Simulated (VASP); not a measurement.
Write the native input for VASP 6.6.1 that does the following.

```
Task                   : single point
Functional             : PBEsol
Potentials or basis    : VASP PAW PBE potentials, release 64 (Pb_d, O)
Cutoff                 : 600 eV
k mesh                 : 6 × 6 × 6
Occupations            : fermi-dirac, width 0.1 eV
Spin                   : no spin polarisation
Dipole correction      : no
Further INCAR settings : ALGO = Normal; EDIFF = 1e-06; NBANDS = 20
```

The structure of PbO2 lies in POSCAR:

```
PbO2
1.0
    0.0000000000      2.5469494310      2.5469494310
    2.5469494310      0.0000000000      2.5469494310
    2.5469494310      2.5469494310      0.0000000000
Pb O
1 2
Direct
    0.0000000000      0.0000000000      0.0000000000
    0.2500000000      0.2500000000      0.2500000000
    0.7500000000      0.7500000000      0.7500000000
```

The input as run:

INCAR

```
SYSTEM = PbO2
PREC = Accurate ; ENCUT = 600
EDIFF = 1E-6 ; ISMEAR = -1
SIGMA = 0.1 ; LREAL = .FALSE.
LASPH = .TRUE. ; NELM = 120
ALGO = Normal ; ISIF = 2
LWAVE = .FALSE. ; LCHARG = .TRUE.
GGA = PS ; LELF = .TRUE.
LVHAR = .TRUE. ; NBANDS = 20
GGA_COMPAT = .FALSE.
```

KPOINTS

```
regular mesh
0
G
  6 6 6
  0 0 0
```

Potentials or basis: VASP PAW PBE potentials, release 64 (Pb_d, O).

The run is started by

```bash
$ cat potpaw_PBE.64/Pb_d/POTCAR potpaw_PBE.64/O/POTCAR > POTCAR
$ mpirun -np 1 vasp_std > vasp.out
```

It gave:

The pressure is 29.4 GPa. The band gap on the k mesh is zero (band 13 reaches 7.98 eV, above the bottom of band 14 at 6.68 eV).

Caveat: the PAW data sets were made with another functional, which shifts forces and pressure a little; spin-orbit coupling is left out, which moves the levels of the heavy elements.

It took 19 s on 1 thread of Intel(R) Xeon(R) 6975P-C (Granite Rapids), on a shared host, peak memory 0.17 GiB.
